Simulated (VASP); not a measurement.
Wanted: the native input for a VASP 6.6.1 run.

```
Task                   : single point
Functional             : PBEsol
Potentials or basis    : VASP PAW PBE potentials, release 64 (Rh_pv)
Cutoff                 : 520 eV
k mesh                 : 18 × 18 × 18
Occupations            : gaussian, width 0.1 eV
Spin                   : no spin polarisation
Dipole correction      : no
Further INCAR settings : ALGO = Normal; EDIFF = 1e-07; NBANDS = 14
```

The structure of Rh lies in POSCAR:

```
Rh
1.0
    0.0000000000      1.8514079970      1.8514079970
    1.8514079970      0.0000000000      1.8514079970
    1.8514079970      1.8514079970      0.0000000000
Rh
1
Direct
    0.0000000000      0.0000000000      0.0000000000
```

This cell differs from its parent crystal: volume scaled by 0.94.

These files were run (other wordings do the same):

INCAR

```
SYSTEM = Rh
ALGO = Normal
EDIFF = 1E-7
ENCUT = 520
GGA = PS
ISIF = 2
ISMEAR = 0
LASPH = .TRUE.
LCHARG = .FALSE.
LREAL = .FALSE.
LWAVE = .FALSE.
NBANDS = 14
NELM = 60
PREC = Accurate
SIGMA = 0.1
```

KPOINTS

```
k-points
0
G
  18 18 18
  0 0 0
```

Potentials or basis: VASP PAW PBE potentials, release 64 (Rh_pv).

Run with:

```console
$ cat potpaw_PBE.64/Rh_pv/POTCAR > POTCAR
$ mpirun -np 1 vasp_std > vasp.out
```

Results of the run:

| Property | Result |
| --- | --- |
| Pressure | 21.3 GPa |

Caveat: the PAW data sets were made with another functional, which shifts forces and pressure a little.

It used 20 s of CPU time on 1 thread of Intel Xeon 6975P-C, on a shared host.
